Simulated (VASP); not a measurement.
# Yb (Im-3m) in VASP: single point with PBE

Aim: the single point of Yb with PBE.

Program: VASP 6.6.1. These are calculated values, not measurements. Logs are shortened: lines on timing, memory, paths and dates and some standing lists are left out, and cuts for length are marked.

## Step 1: The cell of the first run

It takes space group Im-3m (No. 229, cubic). The conventional cell has a = 4.357 Å, b = 4.357 Å, c = 4.357 Å, α = 90.00°, β = 90.00°, γ = 90.00°. Within 5.0 Å of Yb (site symmetry m-3m) lie 14 Yb at 3.77 to 4.36 Å.

## Step 2: Single point, PBE

INCAR

```
PREC     = Accurate       # precision mode
ENCUT    = 520            # plane-wave cutoff, eV
EDIFF    = 1E-6           # SCF threshold, eV
ISMEAR   = 0              # smearing method
SIGMA    = 0.05           # smearing width, eV
LREAL    = F              # projectors in reciprocal space
LASPH    = T              # aspherical terms in the spheres
NELM     = 100            # most SCF steps
ALGO     = Normal         # electronic algorithm
ISIF     = 2              # what is computed and relaxed
LWAVE    = F              # write WAVECAR
LCHARG   = F              # write CHGCAR
GGA      = PE             # functional
NBANDS   = 18             # bands
```

KPOINTS

```
Automatic mesh
0
Gamma
  14 14 14
```

POSCAR

```
Yb
1.0
   -2.1787081677      2.1787081677      2.1787081677
    2.1787081677     -2.1787081677      2.1787081677
    2.1787081677      2.1787081677     -2.1787081677
Yb
1
Direct
    0.0000000000      0.0000000000      0.0000000000
```

Potentials or basis: VASP PAW PBE potentials, release 64 (Yb).

The run is started by

```
$ cat potpaw_PBE.64/Yb/POTCAR > POTCAR
$ mpirun -np 1 vasp_std > vasp.out
```

OUTCAR:

```text
PREC = Accurate
   ENCUT = 520
   EDIFF = 1E-6
   ISMEAR = 0
   LREAL = F
   LASPH = T
   NELM = 100
   ISIF = 2
   GGA = PE

 ion  position               nearest neighbor table
   1  0.000  0.000  0.000-

  LATTYP: Found a body centered cubic cell.
 ALAT       =     4.3574163354

  Lattice vectors:

 A1 = (  -2.1787081677,   2.1787081677,   2.1787081677)
 A2 = (   2.1787081677,  -2.1787081677,   2.1787081677)
 A3 = (   2.1787081677,   2.1787081677,  -2.1787081677)

Analysis of symmetry for initial positions (statically):
=====================================================================
 Subroutine PRICEL returns:
 Original cell was already a primitive cell.

 Routine SETGRP: Setting up the symmetry group for a
 body centered cubic supercell.

 Subroutine GETGRP returns: Found 48 space group operations
 (whereof 48 operations were pure point group operations)
 out of a pool of 48 trial point group operations.

The static configuration has the point symmetry O_h .

Analysis of symmetry for dynamics (positions and initial velocities):
=====================================================================
 Subroutine PRICEL returns:
 Original cell was already a primitive cell.

 Routine SETGRP: Setting up the symmetry group for a
 body centered cubic supercell.

 Subroutine GETGRP returns: Found 48 space group operations
 (whereof 48 operations were pure point group operations)
 out of a pool of 48 trial point group operations.

The dynamic configuration has the point symmetry O_h .

 Subroutine INISYM returns: Found 48 space group operations
 (whereof 48 operations are pure point group operations),
 and found     1 'primitive' translations

----------------------------------------------------------------------------------------

                                     Primitive cell

  volume of cell :      41.3673

  direct lattice vectors                    reciprocal lattice vectors
    -2.178708168  2.178708168  2.178708168     0.000000000  0.229493792  0.229493792
     2.178708168 -2.178708168  2.178708168     0.229493792  0.000000000  0.229493792
     2.178708168  2.178708168 -2.178708168     0.229493792  0.229493792  0.000000000

  length of vectors
     3.773633241  3.773633241  3.773633241     0.324553234  0.324553234  0.324553234

  position of ions in fractional coordinates (direct lattice)
     0.000000000  0.000000000  0.000000000

  ion indices of the primitive-cell ions
   primitive index   ion index
                 1           1

----------------------------------------------------------------------------------------

 KPOINTS: Automatic mesh

Automatic generation of k-mesh.
 Grid dimensions read from file:
 generate k-points for:   14   14   14

 Generating k-lattice:

  Cartesian coordinates                     Fractional coordinates (reciprocal lattice)
     0.000000000  0.016392414  0.016392414     0.071428571  0.000000000  0.000000000
     0.016392414  0.000000000  0.016392414     0.000000000  0.071428571  0.000000000
     0.016392414  0.016392414  0.000000000     0.000000000  0.000000000  0.071428571

  Length of vectors
     0.023182374  0.023182374  0.023182374

  Shift w.r.t. Gamma in fractional coordinates (k-lattice)
     0.000000000  0.000000000  0.000000000

 Subroutine IBZKPT returns following result:
 ===========================================

 Found    104 irreducible k-points:

 Following reciprocal coordinates:
            Coordinates               Weight
  0.000000  0.000000  0.000000      1.000000
  0.071429  0.000000  0.000000     12.000000
  0.142857  0.000000  0.000000     12.000000
  0.214286  0.000000  0.000000     12.000000
  0.285714  0.000000  0.000000     12.000000
  0.357143  0.000000  0.000000     12.000000
[... 16 lines left out ...]
  0.285714  0.285714  0.000000     24.000000
  0.357143  0.285714  0.000000     24.000000
 [... further k-points ...]
   k-points           NKPTS =    104   k-points in BZ     NKDIM =    104   number of bands    NBANDS=     18
   number of dos      NEDOS =    301   number of ions     NIONS =      1
   total plane-waves  NPLWV =  21952
   dimension x,y,z NGX =    28 NGY =   28 NGZ =   28
   dimension x,y,z NGXF=    56 NGYF=   56 NGZF=   56
   ions per type =               1
   NGX,Y,Z   is equivalent  to a cutoff of  12.34, 12.34, 12.34 a.u.
   NGXF,Y,Z  is equivalent  to a cutoff of  24.67, 24.67, 24.67 a.u.
 SYSTEM =  unknown system
   PREC   = accura    normal or accurate (medium, high low for compatibility)
   ISTART =      0    job   : 0-new  1-cont  2-samecut
   ICHARG =      2    charge: 1-file 2-atom 10-const
   ISPIN  =      1    spin polarized calculation?
   LNONCOLLINEAR =      F non collinear calculations
   LSORBIT =      F    spin-orbit coupling
   LASPH  =      T    aspherical Exc in radial PAW
   ENCUT  =  520.0 eV  38.22 Ry    6.18 a.u.   7.02  7.02  7.02*2*pi/ulx,y,z
   NELM   =    100;   NELMIN=  2; NELMDL= -5     # of ELM steps
   EDIFF  = 0.1E-05   stopping-criterion for ELM
   LREAL  =      F    real-space projection
   EDIFFG = 0.1E-04   stopping-criterion for IOM
   NSW    =      0    number of steps for IOM
   IBRION =     -1    ionic relax: 0-MD 1-quasi-New 2-CG
   NFREE  =      0    steps in history (QN), initial steepest desc. (CG)
   ISIF   =      2    stress and relaxation
   ISYM   =      2    0-nonsym 1-usesym 2-fastsym
   POTIM  = 0.5000    time-step for ionic-motion
   TEBEG  =    0.0;   TEEND  =   0.0 temperature during run
   PSTRESS=    0.0 pullay stress
   NELECT =      24.0000    total number of electrons
   NUPDOWN=      -1.0000    fix difference up-down
   EMIN   =  10.00;   EMAX   =-10.00  energy-range for DOS
   EFERMI =   0.00;   METHOD = LEGACY
   ISMEAR =     0;   SIGMA  =   0.05  broadening in eV -4-tet -1-fermi 0-gaus
   EFERMI_NEDOS =   21; number of points for ismear=-14 and -15
   IALGO  =     38    algorithm
   IMIX   =      4    mixing-type and parameters
     AMIX     =   0.40;   BMIX     =  1.00
     AMIX_MAG =   1.60;   BMIX_MAG =  1.00
  volume/ion in A,a.u.               =      41.37       279.16
  Fermi-wavevector in a.u.,A,eV,Ry     =   1.365399  2.580230 25.365531  1.864314
  Thomas-Fermi vector in A             =   2.491631
   LORBIT       =      0    0 simple, 1 ext, 2 COOP (PROOUT), +10 PAW based schemes
   GGA     = PE    functional components
   LHFCALC =     F    Hartree Fock is set to
   AEXX    =    0.0000 exact exchange contribution
   IVDW    =     0    specifies the selected vdW correction
   LEPSILON=     F    determine dielectric tensor
   LRPA    =     F    only Hartree local field effects (RPA)
 non-spin polarized calculation
 Gauss-broadening in eV      SIGMA  =   0.05
  energy-cutoff  :      520.00
  volume of cell :       41.37
 maximum number of plane-waves:      1144
   NGX = 13   NGY = 13   NGZ = 13

 number of electron      23.9999985 magnetization

 Free energy of the ion-electron system (eV)
  ---------------------------------------------------
  ext. energy  EPLUGINS =         0.00000000
  ---------------------------------------------------
  free energy    TOTEN  =        -3.50995426 eV

  energy without entropy =       -3.50906866  energy(sigma->0) =       -3.50951146

 E-fermi :   1.1532     XC(G=0):  -8.8442

 val. band max:        1.1366242414   @ k =   0.5000   0.5000   0.2857
 cond. band min:       1.1552492972   @ k =  -0.4286  -0.4286   0.2857
 fundamental gap:      0.0186250558
 Fermi energy:         1.1531913017

 k-point     1 :       0.0000    0.0000    0.0000
  band No.  band energies     occupation
      1     -50.6622      2.00000
      2     -22.9261      2.00000
      3     -22.9261      2.00000
      4     -22.9261      2.00000
      5      -3.6855      2.00000
      6       0.7923      2.00000
[... 10 lines left out ...]
     17       5.5909      0.00000
     18      11.1922      0.00000

 k-point     2 :       0.0714    0.0000    0.0000
  band No.  band energies     occupation
      1     -50.6618      2.00000
      2     -22.9370      2.00000
      3     -22.9298      2.00000
      4     -22.9261      2.00000
      5      -3.5764      2.00000
      6       0.7929      2.00000
[... 10 lines left out ...]
     17       5.5896      0.00000
     18      11.3071      0.00000

 k-point     3 :       0.1429    0.0000    0.0000
  band No.  band energies     occupation
      1     -50.6605      2.00000
      2     -22.9670      2.00000
      3     -22.9399      2.00000
      4     -22.9261      2.00000
      5      -3.2562      2.00000
      6       0.7949      2.00000
[... 10 lines left out ...]
     17       5.5988      0.00000
     18      11.4937      0.00000

 k-point     4 :       0.2143    0.0000    0.0000
  band No.  band energies     occupation
      1     -50.6587      2.00000
      2     -23.0100      2.00000
      3     -22.9544      2.00000
      4     -22.9260      2.00000
      5      -2.7472      2.00000
      6       0.7984      2.00000
[... 10 lines left out ...]
     17       5.6470      0.00000
     18      11.2659      0.00000

 k-point     5 :       0.2857    0.0000    0.0000
  band No.  band energies     occupation
      1     -50.6566      2.00000
      2     -23.0570      2.00000
      3     -22.9705      2.00000
      4     -22.9259      2.00000
      5      -2.0911      2.00000
      6       0.7995      2.00000
[... 10 lines left out ...]
     17       5.7573      0.00000
     18       9.9139      0.00000

 k-point     6 :       0.3571    0.0000    0.0000
  band No.  band energies     occupation
      1     -50.6548      2.00000
      2     -23.0988      2.00000
      3     -22.9849      2.00000
      4     -22.9258      2.00000
      5      -1.3604      2.00000
      6       0.7977      2.00000
[... 307 lines left out ...]
 k-point    21 :       0.2857    0.2143    0.0000
  band No.  band energies     occupation
      1     -50.6530      2.00000
      2     -23.1019      2.00000
      3     -23.0139      2.00000
      4     -22.9471      2.00000
      5      -0.3948      2.00000
      6       0.7996      2.00000
[... 10 lines left out ...]
     17       6.9648      0.00000
     18       7.8903      0.00000

 k-point    22 :       0.3571    0.2143    0.0000
  band No.  band energies     occupation
      1     -50.6523      2.00000
      2     -23.1077      2.00000
      3     -23.0281      2.00000
      4     -22.9482      2.00000
      5       0.2074      2.00000
      6       0.7990      2.00000
[... 10 lines left out ...]
     17       6.7331      0.00000
     18       8.1321      0.00000

 k-point    23 :       0.2857    0.2857    0.0000
  band No.  band energies     occupation
      1     -50.6522      2.00000
      2     -23.0962      2.00000
      3     -23.0399      2.00000
      4     -22.9512      2.00000
      5       0.2974      2.00000
      6       0.8025      2.00000
[... 10 lines left out ...]
     17       6.5826      0.00000
     18       8.2089      0.00000

 k-point    24 :       0.3571    0.2857    0.0000
  band No.  band energies     occupation
      1     -50.6519      2.00000
      2     -23.0879      2.00000
      3     -23.0557      2.00000
      4     -22.9524      2.00000
      5       0.6456      2.00000
      6       0.8029      2.00000
[... 10 lines left out ...]
     17       6.0499      0.00000
     18       8.6323      0.00000

 [... further k-points ...]
[... 5 lines left out ...]
  --------------------------------------------------------------------------------------
  -------------------------------------------------------------------------------------
  Total       -0.5788250     -0.5788250     -0.5788250     -0.0000000      0.0000000     -0.0000000
  in kB      -22.4181970    -22.4181970    -22.4181970     -0.0000000      0.0000000     -0.0000000
  external PRESSURE =     -22.4181970 kB  Pullay stress =       0.0000000 kB

 VOLUME and BASIS-vectors are now :
 -----------------------------------------------------------------------------
  energy-cutoff  :      520.00
  volume of cell :       41.37
      direct lattice vectors                 reciprocal lattice vectors
    -2.178708168  2.178708168  2.178708168     0.000000000  0.229493792  0.229493792
     2.178708168 -2.178708168  2.178708168     0.229493792  0.000000000  0.229493792
     2.178708168  2.178708168 -2.178708168     0.229493792  0.229493792  0.000000000

 POSITION                                       TOTAL-FORCE (eV/Angst)
 -----------------------------------------------------------------------------------
      0.00000      0.00000      0.00000        -0.000000      0.000000     -0.000000
 -----------------------------------------------------------------------------------
    total drift:                               -0.000000     -0.000000     -0.000000

  FREE ENERGIE OF THE ION-ELECTRON SYSTEM (eV)
  ---------------------------------------------------
  free  energy   TOTEN  =        -3.5099542626 eV

  energy  without entropy=       -3.5090686615  energy(sigma->0) =       -3.50951146
```

It took 3.8 min on 1 thread of Intel Xeon 8259CL, shared host; peak memory 0.23 GiB.

Results:

| Item | Value |
| --- | --- |
| Free energy | -3.5100 eV |
| Pressure | -2.2 GPa |
| Band gap on the k mesh | zero (band 12 reaches 1.39 eV, above the bottom of band 13 at 0.90 eV) |

Levels at points of the mesh, in eV from the Fermi level:
```tsv
k point	band 10	band 11	band 12	band 13	band 14	band 15
(0.00, 0.00, 0.00)	-0.26	-0.26	-0.25	2.77	2.77	2.77
(0.50, 0.00, 0.00)	-0.28	-0.27	-0.25	0.32	1.35	4.09
(0.50, 0.50, 0.50)	-0.26	-0.26	-0.26	-0.26	4.42	4.42
```

Caveat: spin-orbit coupling is left out, which moves the levels of the heavy elements. Spin polarisation is off, so any magnetic state and its effect on volume and gap are missing.
